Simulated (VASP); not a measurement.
# TaN (P6_3mc) in VASP: a series of runs

TaN is run at these levels: PBE; tasks: single point.

All numbers are computed with VASP 6.6.1; they aren't measurements. Logs are shortened: lines on timing, memory, paths and dates and some standing lists are left out, and cuts for length are marked.

### Step 1. The cell of the first run

The structure is hexagonal, space group P6_3mc (No. 186). The conventional cell has a = 3.234 Å, b = 3.234 Å, c = 6.261 Å, α = 90.00°, β = 90.00°, γ = 120.00°. Within 2.7 Å of Ta (site symmetry 3m) lie 4 N at 2.03 to 2.17 Å. N (site symmetry 3m) has 4 Ta at 2.03 to 2.17 Å within 2.7 Å.

### Step 2. Single point, PBE (14.18 Å³/atom)

Contents of INCAR:

```
ALGO = Normal ; EDIFF = 1E-6
ENCUT = 520 ; GGA = PE
ISIF = 2 ; ISMEAR = 0
LASPH = True ; LCHARG = False
LREAL = False ; LWAVE = False
NBANDS = 24 ; NELM = 100
PREC = Accurate ; SIGMA = 0.15
```

Contents of KPOINTS:

```
k-points
0
Gamma
  18 18 8
```

Contents of POSCAR:

```
TaN
1.0
    3.2338889678      0.0000000000      0.0000000000
   -1.6169444839      2.8006299991      0.0000000000
    0.0000000000      0.0000000000      6.2612852460
Ta N
2 2
Direct
    0.3333333333      0.6666666667      0.0304880884
    0.6666666667      0.3333333333      0.5304880884
    0.3333333333      0.6666666667      0.3545119116
    0.6666666667      0.3333333333      0.8545119116
```

Potentials or basis: VASP PAW PBE potentials, release 64 (Ta_pv, N).

Started as:

```console
$ cat potpaw_PBE.64/Ta_pv/POTCAR potpaw_PBE.64/N/POTCAR > POTCAR
$ mpirun -np 1 vasp_std > vasp.out
```

OUTCAR:

```text
EDIFF = 1E-6
   ENCUT = 520
   GGA = PE
   ISIF = 2
   ISMEAR = 0
   LASPH = True
   LREAL = False
   NELM = 100
   PREC = Accurate

 ion  position               nearest neighbor table
   1  0.333  0.667  0.030-   3 2.03   4 2.17   4 2.17   4 2.17
   2  0.667  0.333  0.530-   4 2.03   3 2.17   3 2.17   3 2.17
   3  0.333  0.667  0.355-   1 2.03   2 2.17   2 2.17   2 2.17
   4  0.667  0.333  0.855-   2 2.03   1 2.17   1 2.17   1 2.17

  LATTYP: Found a hexagonal cell.
 ALAT       =     3.2338889678
 C/A-ratio  =     1.9361472544

  Lattice vectors:

 A1 = (   3.2338889678,   0.0000000000,   0.0000000000)
 A2 = (  -1.6169444839,   2.8006299991,   0.0000000000)
 A3 = (   0.0000000000,   0.0000000000,   6.2612852460)

Analysis of symmetry for initial positions (statically):
=====================================================================
 Subroutine PRICEL returns:
 Original cell was already a primitive cell.

 Routine SETGRP: Setting up the symmetry group for a
 hexagonal supercell.

 Subroutine GETGRP returns: Found 12 space group operations
 (whereof  6 operations were pure point group operations)
 out of a pool of 24 trial point group operations.

The static configuration has the point symmetry C_3v.
 The point group associated with its full space group is C_6v.

Analysis of symmetry for dynamics (positions and initial velocities):
=====================================================================
 Subroutine PRICEL returns:
 Original cell was already a primitive cell.

 Routine SETGRP: Setting up the symmetry group for a
 hexagonal supercell.

 Subroutine GETGRP returns: Found 12 space group operations
 (whereof  6 operations were pure point group operations)
 out of a pool of 24 trial point group operations.

The dynamic configuration has the point symmetry C_3v.
 The point group associated with its full space group is C_6v.

 Subroutine INISYM returns: Found 12 space group operations
 (whereof  6 operations are pure point group operations),
 and found     1 'primitive' translations

----------------------------------------------------------------------------------------

                                     Primitive cell

  volume of cell :      56.7080

  direct lattice vectors                    reciprocal lattice vectors
     3.233888968  0.000000000  0.000000000     0.309225211  0.178531259  0.000000000
    -1.616944484  2.800629999  0.000000000     0.000000000  0.357062518  0.000000000
     0.000000000  0.000000000  6.261285246     0.000000000  0.000000000  0.159711618

  length of vectors
     3.233888968  3.233888968  6.261285246     0.357062518  0.357062518  0.159711618

  position of ions in fractional coordinates (direct lattice)
     0.333333333  0.666666667  0.030488088
     0.666666667  0.333333333  0.530488088
     0.333333333  0.666666667  0.354511912
     0.666666667  0.333333333  0.854511912

  ion indices of the primitive-cell ions
   primitive index   ion index
                 1           1
                 2           2
                 3           3
                 4           4

----------------------------------------------------------------------------------------

 KPOINTS: k-points

Automatic generation of k-mesh.
 Grid dimensions read from file:
 generate k-points for:   18   18    8

 Generating k-lattice:

  Cartesian coordinates                     Fractional coordinates (reciprocal lattice)
     0.017179178  0.009918403  0.000000000     0.055555556  0.000000000  0.000000000
     0.000000000  0.019836807  0.000000000     0.000000000  0.055555556  0.000000000
     0.000000000  0.000000000  0.019963952     0.000000000  0.000000000  0.125000000

  Length of vectors
     0.019836807  0.019836807  0.019963952

  Shift w.r.t. Gamma in fractional coordinates (k-lattice)
     0.000000000  0.000000000  0.000000000

 Subroutine IBZKPT returns following result:
 ===========================================

 Found    185 irreducible k-points:

 Following reciprocal coordinates:
            Coordinates               Weight
  0.000000  0.000000  0.000000      1.000000
  0.055556 -0.000000  0.000000      6.000000
  0.111111 -0.000000  0.000000      6.000000
  0.166667  0.000000  0.000000      6.000000
  0.222222  0.000000  0.000000      6.000000
  0.277778  0.000000  0.000000      6.000000
[... 16 lines left out ...]
  0.333333  0.111111  0.000000     12.000000
  0.388889  0.111111  0.000000     12.000000
 [... further k-points ...]
   k-points           NKPTS =    185   k-points in BZ     NKDIM =    185   number of bands    NBANDS=     24
   number of dos      NEDOS =    301   number of ions     NIONS =      4
   total plane-waves  NPLWV =  27648
   dimension x,y,z NGX =    24 NGY =   24 NGZ =   48
   dimension x,y,z NGXF=    48 NGYF=   48 NGZF=   96
   ions per type =               2   2
   NGX,Y,Z   is equivalent  to a cutoff of  12.34, 12.34, 12.74 a.u.
   NGXF,Y,Z  is equivalent  to a cutoff of  24.68, 24.68, 25.49 a.u.
 SYSTEM =  unknown system
   PREC   = accura    normal or accurate (medium, high low for compatibility)
   ISTART =      0    job   : 0-new  1-cont  2-samecut
   ICHARG =      2    charge: 1-file 2-atom 10-const
   ISPIN  =      1    spin polarized calculation?
   LNONCOLLINEAR =      F non collinear calculations
   LSORBIT =      F    spin-orbit coupling
   LASPH  =      T    aspherical Exc in radial PAW
   ENCUT  =  520.0 eV  38.22 Ry    6.18 a.u.   6.01  6.01 11.64*2*pi/ulx,y,z
   NELM   =    100;   NELMIN=  2; NELMDL= -5     # of ELM steps
   EDIFF  = 0.1E-05   stopping-criterion for ELM
   LREAL  =      F    real-space projection
   EDIFFG = 0.1E-04   stopping-criterion for IOM
   NSW    =      0    number of steps for IOM
   IBRION =     -1    ionic relax: 0-MD 1-quasi-New 2-CG
   NFREE  =      0    steps in history (QN), initial steepest desc. (CG)
   ISIF   =      2    stress and relaxation
   ISYM   =      2    0-nonsym 1-usesym 2-fastsym
   POTIM  = 0.5000    time-step for ionic-motion
   TEBEG  =    0.0;   TEEND  =   0.0 temperature during run
   PSTRESS=    0.0 pullay stress
   NELECT =      32.0000    total number of electrons
   NUPDOWN=      -1.0000    fix difference up-down
   EMIN   =  10.00;   EMAX   =-10.00  energy-range for DOS
   EFERMI =   0.00;   METHOD = LEGACY
   ISMEAR =     0;   SIGMA  =   0.15  broadening in eV -4-tet -1-fermi 0-gaus
   EFERMI_NEDOS =   21; number of points for ismear=-14 and -15
   IALGO  =     38    algorithm
   IMIX   =      4    mixing-type and parameters
     AMIX     =   0.40;   BMIX     =  1.00
     AMIX_MAG =   1.60;   BMIX_MAG =  1.00
  volume/ion in A,a.u.               =      14.18        95.67
  Fermi-wavevector in a.u.,A,eV,Ry     =   1.352830  2.556479 24.900707  1.830150
  Thomas-Fermi vector in A             =   2.480137
   LORBIT       =      0    0 simple, 1 ext, 2 COOP (PROOUT), +10 PAW based schemes
   GGA     = PE    functional components
   LHFCALC =     F    Hartree Fock is set to
   AEXX    =    0.0000 exact exchange contribution
   IVDW    =     0    specifies the selected vdW correction
   LEPSILON=     F    determine dielectric tensor
   LRPA    =     F    only Hartree local field effects (RPA)
 non-spin polarized calculation
 Gauss-broadening in eV      SIGMA  =   0.15
  energy-cutoff  :      520.00
  volume of cell :       56.71
 maximum number of plane-waves:      1558
   NGX = 13   NGY = 13   NGZ = 23

 number of electron      32.0000009 magnetization

 Free energy of the ion-electron system (eV)
  ---------------------------------------------------
  ext. energy  EPLUGINS =         0.00000000
  ---------------------------------------------------
  free energy    TOTEN  =       -43.16154380 eV

  energy without entropy =      -43.15176177  energy(sigma->0) =      -43.15665278

 E-fermi :   5.7040     XC(G=0): -11.7134

 val. band max:        5.6929297770   @ k =   0.3333   0.2778   0.1250
 cond. band min:       5.7399064853   @ k =   0.0556   0.0556   0.3750
 fundamental gap:      0.0469767083
 Fermi energy:         5.7040303936

 k-point     1 :       0.0000    0.0000    0.0000
  band No.  band energies     occupation
      1     -29.9442      2.00000
      2     -29.7122      2.00000
      3     -29.5281      2.00000
      4     -29.5281      2.00000
      5     -29.5085      2.00000
      6     -29.5085      2.00000
[... 16 lines left out ...]
     23      10.5059      0.00000
     24      11.6909      0.00000

 k-point     2 :       0.0556   -0.0000    0.0000
  band No.  band energies     occupation
      1     -29.9408      2.00000
      2     -29.7119      2.00000
      3     -29.5401      2.00000
      4     -29.5311      2.00000
      5     -29.5209      2.00000
      6     -29.5111      2.00000
[... 16 lines left out ...]
     23      10.6926      0.00000
     24      11.3929      0.00000

 k-point     3 :       0.1111   -0.0000    0.0000
  band No.  band energies     occupation
      1     -29.9312      2.00000
      2     -29.7111      2.00000
      3     -29.5743      2.00000
      4     -29.5563      2.00000
      5     -29.5397      2.00000
      6     -29.5184      2.00000
[... 16 lines left out ...]
     23      11.1039      0.00000
     24      11.1972      0.00000
[... 514 lines left out ...]
 k-point    23 :       0.3333    0.1111    0.0000
  band No.  band energies     occupation
      1     -29.8785      2.00000
      2     -29.8521      2.00000
      3     -29.8045      2.00000
      4     -29.7196      2.00000
      5     -29.6387      2.00000
      6     -29.6102      2.00000
[... 16 lines left out ...]
     23      10.8343      0.00000
     24      11.0528      0.00000

 k-point    24 :       0.3889    0.1111    0.0000
  band No.  band energies     occupation
      1     -29.9022      2.00000
      2     -29.8784      2.00000
      3     -29.7953      2.00000
      4     -29.7252      2.00000
      5     -29.6493      2.00000
      6     -29.6195      2.00000
[... 16 lines left out ...]
     23      10.3802      0.00000
     24      11.1725      0.00000

 [... further k-points ...]

------------------------ aborting loop because EDIFF is reached ----------------------------------------

  FORCE on cell =-STRESS in cart. coord.  units (eV):
  Direction    XX          YY          ZZ          XY          YZ          ZX
  --------------------------------------------------------------------------------------
  -------------------------------------------------------------------------------------
  Total       -5.1371835     -5.1371835     -7.1061840      0.0000000      0.0000000      0.0000000
  in kB     -145.1414075   -145.1414075   -200.7717950      0.0000000      0.0000000      0.0000000
  external PRESSURE =    -163.6848700 kB  Pullay stress =       0.0000000 kB

 VOLUME and BASIS-vectors are now :
 -----------------------------------------------------------------------------
  energy-cutoff  :      520.00
  volume of cell :       56.71
      direct lattice vectors                 reciprocal lattice vectors
     3.233888968  0.000000000  0.000000000     0.309225211  0.178531259  0.000000000
    -1.616944484  2.800629999  0.000000000     0.000000000  0.357062518  0.000000000
     0.000000000  0.000000000  6.261285246     0.000000000  0.000000000  0.159711618

 POSITION                                       TOTAL-FORCE (eV/Angst)
 -----------------------------------------------------------------------------------
     -0.00000      1.86709      0.19089         0.000000      0.000000      0.073788
      1.61694      0.93354      3.32154         0.000000      0.000000      0.073788
     -0.00000      1.86709      2.21970        -0.000000      0.000000     -0.073788
      1.61694      0.93354      5.35034         0.000000     -0.000000     -0.073788
 -----------------------------------------------------------------------------------
    total drift:                               -0.000000      0.000000      0.000011

  FREE ENERGIE OF THE ION-ELECTRON SYSTEM (eV)
  ---------------------------------------------------
  free  energy   TOTEN  =       -43.1615437965 eV

  energy  without entropy=      -43.1517617672  energy(sigma->0) =      -43.15665278
```

Run time: 72 s. Hardware: 1 thread of Intel Xeon 6975P-C (Granite Rapids), shared host; peak memory 0.33 GiB.

Results:

```
Free energy            : -43.1615 eV
Pressure               : -16.4 GPa
Largest force          : 0.074 eV/Å
Band gap on the k mesh : zero (bands 16 and 17 overlap by 0.37 eV)
```

Forces on the atoms (eV/Å):
```
Ta   0.000  0.000  0.074
Ta   0.000  0.000  0.074
N    0.000  0.000 -0.074
N    0.000  0.000 -0.074
```

Stress tensor (GPa, compression positive):
```
-14.51   0.00   0.00
  0.00 -14.51   0.00
  0.00   0.00 -20.08
```

Levels at points of the mesh, in eV from the Fermi level:
| k point | band 12 | band 13 | band 14 | band 15 | band 16 | band 17 | band 18 | band 19 | band 20 | band 21 |
| --- | --- | --- | --- | --- | --- | --- | --- | --- | --- | --- |
| (0.00, 0.00, 0.00) | -4.91 | -4.13 | -4.13 | -0.94 | -0.62 | 0.18 | 0.18 | 1.97 | 1.97 | 2.56 |
| (0.50, 0.00, 0.00) | -5.11 | -4.57 | -3.44 | -2.02 | -0.52 | 1.06 | 1.97 | 2.39 | 3.02 | 3.50 |
| (0.00, 0.00, 0.50) | -4.56 | -4.56 | -4.56 | 0.13 | 0.13 | 0.90 | 0.90 | 0.90 | 0.90 | 4.25 |
| (0.50, 0.00, 0.50) | -5.09 | -4.40 | -4.40 | -0.85 | -0.85 | 1.35 | 1.35 | 2.94 | 2.94 | 4.10 |

Caveat: the stress differs along the axes, from -20 to -15 GPa; spin-orbit coupling is left out, which moves the levels of the heavy elements.

### Step 3. Single point, PBE (14.18 Å³/atom)

Contents of INCAR:

```
SYSTEM = TaN
PREC = Accurate
ENCUT = 520
EDIFF = 1E-6
ISMEAR = 0
SIGMA = 0.15
LREAL = .False.
LASPH = .True.
NELM = 60
ALGO = Normal
ISIF = 2
LWAVE = .False.
LCHARG = .False.
GGA = PE
NBANDS = 24
```

Contents of KPOINTS:

```
Automatic mesh
0
Gamma
  18 18 8
  0 0 0
```

Contents of POSCAR:

```
TaN
1.0
    3.3217131296      0.0000000000      0.0000000000
   -1.6608565648      2.8766879543      0.0000000000
    0.0000000000      0.0000000000      5.9345726773
Ta N
2 2
Direct
    0.3333333333      0.6666666667      0.0304880884
    0.6666666667      0.3333333333      0.5304880884
    0.3333333333      0.6666666667      0.3545119116
    0.6666666667      0.3333333333      0.8545119116
```

Potentials or basis: VASP PAW PBE potentials, release 64 (Ta_pv, N).

Started as:

```console
$ cat potpaw_PBE.64/Ta_pv/POTCAR potpaw_PBE.64/N/POTCAR > POTCAR
$ mpirun -np 1 vasp_std > vasp.out
```

It took 1.8 min on 1 thread of Intel Xeon 6975P-C (Granite Rapids), shared host; peak memory 0.35 GiB.

The run converged. Its results:

* Free energy: -43.0032 eV
* Pressure: -10.7 GPa
* Largest force: 1.404 eV/Å
* Band gap on the k mesh: zero (bands 16 and 17 overlap by 0.57 eV)

Forces on the atoms (eV/Å):
```
Ta   0.000  0.000 -1.404
Ta   0.000  0.000 -1.404
N    0.000  0.000  1.404
N    0.000  0.000  1.404
```

Stress tensor (GPa, compression positive):
```
-18.42   0.00   0.00
  0.00 -18.42   0.00
  0.00   0.00   4.68
```

Levels at points of the mesh, in eV from the Fermi level:
```tsv
k point	band 14	band 15	band 16	band 17	band 18	band 19
(0.00, 0.00, 0.00)	-4.41	-0.88	-0.83	-0.10	-0.10	1.82
(0.50, 0.00, 0.00)	-3.63	-2.06	-0.41	1.40	1.94	2.28
(0.00, 0.00, 0.50)	-4.97	0.35	0.35	0.83	0.83	0.83
(0.50, 0.00, 0.50)	-4.76	-0.61	-0.61	1.59	1.59	2.62
```

Caveat: the stress differs along the axes, from -18 to 5 GPa; spin-orbit coupling is left out, which moves the levels of the heavy elements; forces of over 1 eV/Å act on the atoms, so gaps and moduli don't describe the material at rest.

(Continued in part 2 of 2.)

The gap in the log of VASP goes by the Fermi energy; the results here count the filled bands.